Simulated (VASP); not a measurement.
# HfN (Pm-3m) in VASP: further runs, part 2 of 2

VASP 6.6.1. The steps go on from the part before.

## 5. Single point, PBEsol

This run uses another cell than the first one, of 10.86 Å³/atom, 1.042 times its volume.

INCAR reads:

```
  ALGO = Normal
  EDIFF = 1E-7
  ENCUT = 520
  GGA = PS
  ISIF = 2
  ISMEAR = 0
  LASPH = T
  LCHARG = F
  LREAL = F
  LWAVE = F
  NBANDS = 14
  NELM = 60
  PREC = Accurate
  SIGMA = 0.05
```

KPOINTS reads:

```
k-points
0
Gamma
  12 12 12
```

POSCAR reads:

```
HfN
1.0
    2.7904350122      0.0000000000      0.0000000000
    0.0000000000      2.7904350122      0.0000000000
    0.0000000000      0.0000000000      2.7904350122
Hf N
1 1
Direct
    0.0000000000      0.0000000000      0.0000000000
    0.5000000000      0.5000000000      0.5000000000
```

Potentials or basis: VASP PAW PBE potentials, release 64 (Hf_pv, N).

Run with:

```bash
cat potpaw_PBE.64/Hf_pv/POTCAR potpaw_PBE.64/N/POTCAR > POTCAR
mpirun -np 1 vasp_std > vasp.out
```

OUTCAR:

```text
EDIFF = 1E-7
   ENCUT = 520
   GGA = PS
   ISIF = 2
   ISMEAR = 0
   LASPH = T
   LREAL = F
   NELM = 60
   PREC = Accurate

 ion  position               nearest neighbor table
   1  0.000  0.000  0.000-   2 2.42   2 2.42   2 2.42   2 2.42   2 2.42   2 2.42   2 2.42   2 2.42

   2  0.500  0.500  0.500-   1 2.42   1 2.42   1 2.42   1 2.42   1 2.42   1 2.42   1 2.42   1 2.42

  LATTYP: Found a simple cubic cell.
 ALAT       =     2.7904350122

  Lattice vectors:

 A1 = (   2.7904350122,   0.0000000000,   0.0000000000)
 A2 = (   0.0000000000,   2.7904350122,   0.0000000000)
 A3 = (   0.0000000000,   0.0000000000,   2.7904350122)

Analysis of symmetry for initial positions (statically):
=====================================================================
 Subroutine PRICEL returns:
 Original cell was already a primitive cell.

 Routine SETGRP: Setting up the symmetry group for a
 simple cubic supercell.

 Subroutine GETGRP returns: Found 48 space group operations
[... 9 lines left out ...]

 Routine SETGRP: Setting up the symmetry group for a
 simple cubic supercell.

 Subroutine GETGRP returns: Found 48 space group operations
[... 11 lines left out ...]
                                     Primitive cell

  volume of cell :      21.7278

[... 143 lines left out ...]

 k-point     1 :       0.0000    0.0000    0.0000
  band No.  band energies     occupation
      1     -22.3815      2.00000
      2     -22.3815      2.00000
      3     -22.3815      2.00000
      4      -8.7279      2.00000
      5       5.0208      2.00000
      6       5.0208      2.00000
      7       6.5258      2.00000
      8       6.5258      2.00000
      9       6.5258      2.00000
     10      11.3983      0.00000
     11      14.1965      0.00000
     12      14.1965      0.00000
     13      14.1965      0.00000
     14      20.7812      0.00000
[... 377 lines left out ...]
      1     -23.5854      2.00000
      2     -23.2939      2.00000
      3     -22.1449      2.00000
      4      -6.6023      2.00000
      5       2.1289      2.00000
      6       3.7183      2.00000
      7       6.1879      2.00000
      8       7.2554      2.00000
      9      11.2896      0.00000
     10      11.3224      0.00000
     11      12.5186      0.00000
     12      14.2502      0.00000
     13      18.1652      0.00000
     14      20.7895      0.00000

 [... further k-points ...]
[... 5 lines left out ...]
  --------------------------------------------------------------------------------------
  -------------------------------------------------------------------------------------
  Total       -0.3445277     -0.3445277     -0.3445277     -0.0000000     -0.0000000      0.0000000
  in kB      -25.4049893    -25.4049893    -25.4049893     -0.0000000     -0.0000000      0.0000000
  external PRESSURE =     -25.4049893 kB  Pullay stress =       0.0000000 kB

 VOLUME and BASIS-vectors are now :
 -----------------------------------------------------------------------------
  energy-cutoff  :      520.00
  volume of cell :       21.73
      direct lattice vectors                 reciprocal lattice vectors
     2.790435012  0.000000000  0.000000000     0.358367063  0.000000000  0.000000000
     0.000000000  2.790435012  0.000000000     0.000000000  0.358367063  0.000000000
     0.000000000  0.000000000  2.790435012     0.000000000  0.000000000  0.358367063

 POSITION                                       TOTAL-FORCE (eV/Angst)
 -----------------------------------------------------------------------------------
      0.00000      0.00000      0.00000         0.000000      0.000000      0.000000
      1.39522      1.39522      1.39522         0.000000      0.000000      0.000000
 -----------------------------------------------------------------------------------
    total drift:                                0.000000      0.000000     -0.000000

  FREE ENERGIE OF THE ION-ELECTRON SYSTEM (eV)
  ---------------------------------------------------
  free  energy   TOTEN  =       -21.0319083966 eV

  energy  without entropy=      -21.0304749820  energy(sigma->0) =      -21.03119169
```

OSZICAR:

```text
N       E                     dE             d eps       ncg     rms          rms(c)
DAV:   1     0.363784300115E+02    0.36378E+02   -0.78393E+03  2380   0.102E+03
DAV:   2    -0.217075375972E+02   -0.58086E+02   -0.54278E+02  3140   0.235E+02
DAV:   3    -0.234620408428E+02   -0.17545E+01   -0.17464E+01  2730   0.331E+01
DAV:   4    -0.234675893313E+02   -0.55485E-02   -0.55478E-02  2940   0.216E+00
DAV:   5    -0.234676224863E+02   -0.33155E-04   -0.33154E-04  2768   0.133E-01    0.427E+01
DAV:   6    -0.211469132886E+02    0.23207E+01   -0.43898E+00  2652   0.186E+01    0.371E+01
DAV:   7    -0.210667528683E+02    0.80160E-01   -0.46700E-01  2694   0.545E+00    0.240E+01
DAV:   8    -0.210411145444E+02    0.25638E-01   -0.17571E-01  2680   0.311E+00    0.599E+00
DAV:   9    -0.210323053370E+02    0.88092E-02   -0.30992E-02  2666   0.128E+00    0.204E+00
DAV:  10    -0.210319843745E+02    0.32096E-03   -0.19233E-03  2760   0.398E-01    0.482E-01
DAV:  11    -0.210319072776E+02    0.77097E-04   -0.16038E-04  2796   0.123E-01    0.212E-02
DAV:  12    -0.210319087264E+02   -0.14488E-05   -0.73764E-06  2692   0.236E-02    0.126E-02
DAV:  13    -0.210319084813E+02    0.24507E-06   -0.93732E-08  2004   0.286E-03    0.174E-03
DAV:  14    -0.210319083966E+02    0.84670E-07   -0.57519E-08  1560   0.208E-03
   1 F= -.21031908E+02 E0= -.21031192E+02  d E =-.143341E-02
```

stdout:

```text
POSCAR found type information on POSCAR HfN
 POSCAR found :  2 types and       2 ions
 scaLAPACK will be used
 -----------------------------------------------------------------------------
|                                                                             |
|                                                                             |
|     You enforced a specific xc type in the INCAR file but a different       |
|     I HOPE YOU KNOW WHAT YOU ARE DOING!                                     |
|                                                                             |
 -----------------------------------------------------------------------------

 LDA part: xc-table for (Slater+PW92), standard interpolation
 POSCAR, INCAR and KPOINTS ok, starting setup
 FFT: planning ... GRIDC
 FFT: planning ... GRID_SOFT
 FFT: planning ... GRID
 WAVECAR not read
 entering main loop
```

Wall time 32 s (1 thread of Intel Xeon 8259CL, shared host); peak memory 0.16 GiB.

What came out:

- Free energy: -21.0319 eV
- Pressure: -2.5 GPa

Levels at points of the mesh, in eV from the Fermi level:
```tsv
k point	band 6	band 7	band 8	band 9	band 10	band 11
(0.00, 0.00, 0.00)	-2.56	-1.05	-1.05	-1.05	3.82	6.62
(0.50, 0.00, 0.00)	-2.72	-2.72	-1.26	5.98	7.27	7.45
(0.50, 0.50, 0.00)	-4.04	-1.46	-0.50	2.81	3.16	3.16
(0.50, 0.50, 0.50)	-7.06	-7.06	8.17	8.17	8.17	10.01
```

Caveat: the PAW data sets were made with another functional, which shifts forces and pressure a little; spin-orbit coupling is left out, which moves the levels of the heavy elements.

## 6. Single point, PBEsol (volume scaled by 1.020)

INCAR reads:

```
SYSTEM = HfN
PREC = Accurate ; ENCUT = 520
EDIFF = 1E-7 ; ISMEAR = 0
SIGMA = 0.05 ; LREAL = .FALSE.
LASPH = .TRUE. ; NELM = 80
ALGO = Normal ; ISIF = 2
LWAVE = .FALSE. ; LCHARG = .FALSE.
GGA = PS ; NBANDS = 14
```

KPOINTS reads:

```
Automatic mesh
0
G
  12 12 12
  0 0 0
```

POSCAR reads:

```
HfN
1.0
    2.8089152528      0.0000000000      0.0000000000
    0.0000000000      2.8089152528      0.0000000000
    0.0000000000      0.0000000000      2.8089152528
Hf N
1 1
Direct
    0.0000000000      0.0000000000      0.0000000000
    0.5000000000      0.5000000000      0.5000000000
```

Potentials or basis: VASP PAW PBE potentials, release 64 (Hf_pv, N).

Run with:

```bash
cat potpaw_PBE.64/Hf_pv/POTCAR potpaw_PBE.64/N/POTCAR > POTCAR
mpirun -np 1 vasp_std > vasp.out
```

It took 33 s on 1 thread of Intel Xeon 8259CL, shared host; peak memory 0.16 GiB.

The run converged. Its results:

```
Free energy : -21.0187 eV
Pressure    : -7.3 GPa
```

Levels at points of the mesh, in eV from the Fermi level:
```csv
k point,band 6,band 7,band 8,band 9,band 10,band 11
"(0.00, 0.00, 0.00)",-2.48,-1.04,-1.04,-1.04,3.56,6.49
"(0.50, 0.00, 0.00)",-2.65,-2.65,-1.21,5.85,7.12,7.29
"(0.50, 0.50, 0.00)",-4.00,-1.44,-0.48,2.71,3.12,3.12
"(0.50, 0.50, 0.50)",-6.90,-6.90,7.99,7.99,7.99,9.77
```

Caveat: the cell differs from its parent crystal (volume scaled by 1.020); the PAW data sets were made with another functional, which shifts forces and pressure a little; spin-orbit coupling is left out, which moves the levels of the heavy elements.

## 7. The runs side by side

```tsv
cell	gap on the mesh (eV)	pressure (GPa)
a = 2.753 Å, 2 atoms	none	8.7
a = 2.772 Å, 2 atoms	none	2.8
a = 2.806 Å, 2 atoms	none	-6.7
a = 2.790 Å, 2 atoms	none	-2.5
a = 2.809 Å, 2 atoms	none	-7.3
```

Alike in all rows: task single point; level PBEsol; potentials or basis VASP PAW PBE potentials, release 64 (Hf_pv, N); no spin polarisation; k mesh 12 × 12 × 12; cutoff (eV) 520; smearing gaussian 0.05 eV.

Caveats: the PAW data sets were made with another functional, which shifts forces and pressure a little; spin-orbit coupling is left out, which moves the levels of the heavy elements.

Absolute energies hang on the potentials; compare differences alone.
